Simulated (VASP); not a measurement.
# Bi (P-1) in VASP: single point with PBEsol

Aim: the single point of Bi with PBEsol.

Everything below comes from runs of VASP 6.6.1. Logs are shortened: lines on timing, memory, paths and dates and some standing lists are left out, and cuts for length are marked.

## Step 1: The cell of the first run

The typed cell holds 2 atoms: a = 4.539 Å, b = 4.500 Å, c = 11.830 Å, α = 89.57°, β = 88.85°, γ = 119.13°.

## Step 2: Single point, PBEsol (equal xy, yz and zx shear strains of +2 %)

The input, INCAR:

```
ALGO = Normal
EDIFF = 1E-7
ENCUT = 520
GGA = PS
ISIF = 2
ISMEAR = -1
LASPH = True
LCHARG = False
LREAL = False
LWAVE = False
NBANDS = 22
NELM = 80
PREC = Accurate
SIGMA = 0.08
```

The input, KPOINTS:

```
k-points
0
Gamma
  9 9 3
```

The input, POSCAR:

```
Bi
1.0
    4.5390002997      0.0453900030      0.0453900030
   -2.2301912542      3.9081945659      0.0166138942
    0.1182900000      0.1182900000     11.8290000000
Bi
2
Direct
    0.3333333333      0.6666666667      0.2500000000
    0.6666666667      0.3333333333      0.7500000000
```

Potentials or basis: VASP PAW PBE potentials, release 64 (Bi_d).

The run is started by

```
$ cat potpaw_PBE.64/Bi_d/POTCAR > POTCAR
$ mpirun -np 1 vasp_std > vasp.out
```

OUTCAR:

```text
EDIFF = 1E-7
   ENCUT = 520
   GGA = PS
   ISIF = 2
   ISMEAR = -1
   LASPH = True
   LREAL = False
   NELM = 80
   PREC = Accurate

 ion  position               nearest neighbor table
   1  0.333  0.667  0.250-
   2  0.667  0.333  0.750-

  LATTYP: Found a triclinic cell.
 ALAT       =     4.5394541770
 B/A-ratio  =     0.9912599912
 C/A-ratio  =     3.0977476524
 COS(alpha) =     0.0005750395
 COS(beta)  =     0.4729345484
 COS(gamma) =     0.4868514561

  Lattice vectors:

 A1 = (   4.5390002997,   0.0453900030,   0.0453900030)
 A2 = (   2.2301912542,  -3.9081945659,  -0.0166138942)
 A3 = (   6.7295193452,   3.8806845719, -11.7216060998)

Analysis of symmetry for initial positions (statically):
=====================================================================
 Subroutine PRICEL returns:
 Original cell was already a primitive cell.

 Routine SETGRP: Setting up the symmetry group for a
 triclinic supercell.

 Subroutine GETGRP returns: Found  2 space group operations
 (whereof  2 operations were pure point group operations)
 out of a pool of  2 trial point group operations.

The static configuration has the point symmetry S_2 .

Analysis of symmetry for dynamics (positions and initial velocities):
=====================================================================
 Subroutine PRICEL returns:
 Original cell was already a primitive cell.

 Routine SETGRP: Setting up the symmetry group for a
 triclinic supercell.

 Subroutine GETGRP returns: Found  2 space group operations
 (whereof  2 operations were pure point group operations)
 out of a pool of  2 trial point group operations.

The dynamic configuration has the point symmetry S_2 .

 Subroutine INISYM returns: Found  2 space group operations
 (whereof  2 operations are pure point group operations),
 and found     1 'primitive' translations

----------------------------------------------------------------------------------------

                                     Primitive cell

  volume of cell :     210.9938

  direct lattice vectors                    reciprocal lattice vectors
     4.539000300  0.045390003  0.045390003     0.219096832  0.125041117 -0.003441379
    -2.230191254  3.908194566  0.016613894    -0.002519265  0.254445728 -0.002519265
     0.118290000  0.118290000 11.829000000    -0.000837176 -0.000837176  0.084554743

  length of vectors
     4.539454177  4.499779308 11.830182841     0.252290598  0.254470670  0.084563032

  position of ions in fractional coordinates (direct lattice)
     0.333333333  0.666666667  0.250000000
     0.666666667  0.333333333  0.750000000

  ion indices of the primitive-cell ions
   primitive index   ion index
                 1           1
                 2           2

----------------------------------------------------------------------------------------

 KPOINTS: k-points

Automatic generation of k-mesh.
 Grid dimensions read from file:
 generate k-points for:    9    9    3

 Generating k-lattice:

  Cartesian coordinates                     Fractional coordinates (reciprocal lattice)
     0.024344092  0.013893457 -0.000382375     0.111111111 -0.000000000  0.000000000
    -0.000279918  0.028271748 -0.000279918     0.000000000  0.111111111  0.000000000
    -0.000279059 -0.000279059  0.028184914     0.000000000 -0.000000000  0.333333333

  Length of vectors
     0.028032289  0.028274519  0.028187677

  Shift w.r.t. Gamma in fractional coordinates (k-lattice)
     0.000000000  0.000000000  0.000000000

 Subroutine IBZKPT returns following result:
 ===========================================

 Found    122 irreducible k-points:

 Following reciprocal coordinates:
            Coordinates               Weight
  0.000000  0.000000  0.000000      1.000000
  0.111111  0.000000  0.000000      2.000000
  0.222222  0.000000  0.000000      2.000000
  0.333333 -0.000000 -0.000000      2.000000
  0.444444  0.000000  0.000000      2.000000
 -0.000000  0.111111 -0.000000      2.000000
[... 16 lines left out ...]
 -0.111111  0.222222  0.000000      2.000000
 -0.000000  0.333333  0.000000      2.000000
 [... further k-points ...]
   k-points           NKPTS =    122   k-points in BZ     NKDIM =    122   number of bands    NBANDS=     22
   number of dos      NEDOS =    301   number of ions     NIONS =      2
   total plane-waves  NPLWV = 116640
   dimension x,y,z NGX =    36 NGY =   36 NGZ =   90
   dimension x,y,z NGXF=    72 NGYF=   72 NGZF=  180
   ions per type =               2
   NGX,Y,Z   is equivalent  to a cutoff of  13.18, 13.30, 12.65 a.u.
   NGXF,Y,Z  is equivalent  to a cutoff of  26.37, 26.60, 25.29 a.u.
 SYSTEM =  unknown system
   PREC   = accura    normal or accurate (medium, high low for compatibility)
   ISTART =      0    job   : 0-new  1-cont  2-samecut
   ICHARG =      2    charge: 1-file 2-atom 10-const
   ISPIN  =      1    spin polarized calculation?
   LNONCOLLINEAR =      F non collinear calculations
   LSORBIT =      F    spin-orbit coupling
   LASPH  =      T    aspherical Exc in radial PAW
   ENCUT  =  520.0 eV  38.22 Ry    6.18 a.u.   8.44  8.37 22.00*2*pi/ulx,y,z
   NELM   =     80;   NELMIN=  2; NELMDL= -5     # of ELM steps
   EDIFF  = 0.1E-06   stopping-criterion for ELM
   LREAL  =      F    real-space projection
   EDIFFG = 0.1E-05   stopping-criterion for IOM
   NSW    =      0    number of steps for IOM
   IBRION =     -1    ionic relax: 0-MD 1-quasi-New 2-CG
   NFREE  =      0    steps in history (QN), initial steepest desc. (CG)
   ISIF   =      2    stress and relaxation
   ISYM   =      2    0-nonsym 1-usesym 2-fastsym
   POTIM  = 0.5000    time-step for ionic-motion
   TEBEG  =    0.0;   TEEND  =   0.0 temperature during run
   PSTRESS=    0.0 pullay stress
   NELECT =      30.0000    total number of electrons
   NUPDOWN=      -1.0000    fix difference up-down
   EMIN   =  10.00;   EMAX   =-10.00  energy-range for DOS
   EFERMI =   0.00;   METHOD = LEGACY
   ISMEAR =    -1;   SIGMA  =   0.08  broadening in eV -4-tet -1-fermi 0-gaus
   EFERMI_NEDOS =   21; number of points for ismear=-14 and -15
   IALGO  =     38    algorithm
   IMIX   =      4    mixing-type and parameters
     AMIX     =   0.40;   BMIX     =  1.00
     AMIX_MAG =   1.60;   BMIX_MAG =  1.00
  volume/ion in A,a.u.               =     105.50       711.93
  Fermi-wavevector in a.u.,A,eV,Ry     =   0.854461  1.614696  9.933653  0.730103
  Thomas-Fermi vector in A             =   1.971060
   LORBIT       =      0    0 simple, 1 ext, 2 COOP (PROOUT), +10 PAW based schemes
   GGA     = PS    functional components
   LHFCALC =     F    Hartree Fock is set to
   AEXX    =    0.0000 exact exchange contribution
   IVDW    =     0    specifies the selected vdW correction
   LEPSILON=     F    determine dielectric tensor
   LRPA    =     F    only Hartree local field effects (RPA)
 non-spin polarized calculation
  energy-cutoff  :      520.00
  volume of cell :      210.99
 maximum number of plane-waves:      5719
 NGX is ok and might be reduce to    36
   NGX = 17   NGY = 17   NGZ = 43

 number of electron      29.9999997 magnetization

 Free energy of the ion-electron system (eV)
  ---------------------------------------------------
  ext. energy  EPLUGINS =         0.00000000
  ---------------------------------------------------
  free energy    TOTEN  =        -3.44756568 eV

  energy without entropy =       -3.29361794  energy(sigma->0) =       -3.37059181

 E-fermi :  -1.1433     XC(G=0):  -5.4214

 val. band max:       -1.1456587087   @ k =   0.2222  -0.4444   0.3333
 cond. band min:      -1.1401049459   @ k =   0.4444   0.0000   0.0000
 fundamental gap:      0.0055537628
 Fermi energy:        -1.1433410787

 k-point     1 :       0.0000    0.0000    0.0000
  band No.  band energies     occupation
      1     -23.9173      2.00000
      2     -23.9173      2.00000
      3     -23.9165      2.00000
      4     -23.9165      2.00000
      5     -23.9076      2.00000
      6     -23.9076      2.00000
[... 14 lines left out ...]
     21       4.5203      0.00000
     22       4.7345      0.00000

 k-point     2 :       0.1111    0.0000    0.0000
  band No.  band energies     occupation
      1     -23.9172      2.00000
      2     -23.9172      2.00000
      3     -23.9157      2.00000
      4     -23.9157      2.00000
      5     -23.9079      2.00000
      6     -23.9079      2.00000
[... 14 lines left out ...]
     21       4.6858      0.00000
     22       4.9308      0.00000

 k-point     3 :       0.2222    0.0000    0.0000
  band No.  band energies     occupation
      1     -23.9169      2.00000
      2     -23.9169      2.00000
      3     -23.9137      2.00000
      4     -23.9137      2.00000
      5     -23.9085      2.00000
      6     -23.9085      2.00000
[... 14 lines left out ...]
     21       4.6060      0.00000
     22       5.1922      0.00000

 k-point     4 :       0.3333   -0.0000   -0.0000
  band No.  band energies     occupation
      1     -23.9168      2.00000
      2     -23.9168      2.00000
      3     -23.9115      2.00000
      4     -23.9115      2.00000
      5     -23.9093      2.00000
      6     -23.9093      2.00000
[... 14 lines left out ...]
     21       4.3658      0.00000
     22       4.8619      0.00000

 k-point     5 :       0.4444    0.0000    0.0000
  band No.  band energies     occupation
      1     -23.9168      2.00000
      2     -23.9168      2.00000
      3     -23.9101      2.00000
      4     -23.9101      2.00000
      5     -23.9098      2.00000
      6     -23.9097      2.00000
[... 417 lines left out ...]
 k-point    22 :      -0.2222    0.2222    0.0000
  band No.  band energies     occupation
      1     -23.9171      2.00000
      2     -23.9171      2.00000
      3     -23.9139      2.00000
      4     -23.9139      2.00000
      5     -23.9080      2.00000
      6     -23.9079      2.00000
[... 14 lines left out ...]
     21       4.5818      0.00000
     22       5.1491      0.00000

 k-point    23 :      -0.1111    0.2222    0.0000
  band No.  band energies     occupation
      1     -23.9165      2.00000
      2     -23.9165      2.00000
      3     -23.9152      2.00000
      4     -23.9152      2.00000
      5     -23.9079      2.00000
      6     -23.9079      2.00000
[... 14 lines left out ...]
     21       4.7262      0.00000
     22       5.5360      0.00000

 k-point    24 :      -0.0000    0.3333    0.0000
  band No.  band energies     occupation
      1     -23.9170      2.00000
      2     -23.9170      2.00000
      3     -23.9118      2.00000
      4     -23.9118      2.00000
      5     -23.9088      2.00000
      6     -23.9088      2.00000
[... 14 lines left out ...]
     21       4.3260      0.00000
     22       4.8442      0.00000

 [... further k-points ...]
[... 5 lines left out ...]
  --------------------------------------------------------------------------------------
  -------------------------------------------------------------------------------------
  Total       -6.5856175     -6.5971218     -0.5105384      0.1094438     -0.0516015     -0.0515825
  in kB      -50.0077645    -50.0951219     -3.8767636      0.8310592     -0.3918352     -0.3916909
  external PRESSURE =     -34.6598833 kB  Pullay stress =       0.0000000 kB

 VOLUME and BASIS-vectors are now :
 -----------------------------------------------------------------------------
  energy-cutoff  :      520.00
  volume of cell :      210.99
      direct lattice vectors                 reciprocal lattice vectors
     4.539000300  0.045390003  0.045390003     0.219096832  0.125041117 -0.003441379
    -2.230191254  3.908194566  0.016613894    -0.002519265  0.254445728 -0.002519265
     0.118290000  0.118290000 11.829000000    -0.000837176 -0.000837176  0.084554743

 POSITION                                       TOTAL-FORCE (eV/Angst)
 -----------------------------------------------------------------------------------
      0.05578      2.65017      2.98346         0.000897     -0.000000     -0.000244
      2.37132      1.42171      8.90755        -0.000897      0.000000      0.000244
 -----------------------------------------------------------------------------------
    total drift:                               -0.000000      0.000000      0.000000

  FREE ENERGIE OF THE ION-ELECTRON SYSTEM (eV)
  ---------------------------------------------------
  free  energy   TOTEN  =        -3.4475656785 eV

  energy  without entropy=       -3.2936179377  energy(sigma->0) =       -3.37059181
```

Wall time 9.3 min (1 thread of Oxide Virtual Turin-like, shared host); peak memory 0.6 GiB.

What came out:

| Quantity | Value |
| --- | --- |
| Free energy | -3.4476 eV |
| Pressure | -3.5 GPa |
| Band gap on the k mesh | zero (bands 15 and 16 overlap by 2.09 eV) |

Caveat: the cell differs from its parent crystal (equal xy, yz and zx shear strains of +2 %); the cell stands under tension; the PAW data sets were made with another functional, which shifts forces and pressure a little; spin-orbit coupling is left out, which moves the levels of the heavy elements.
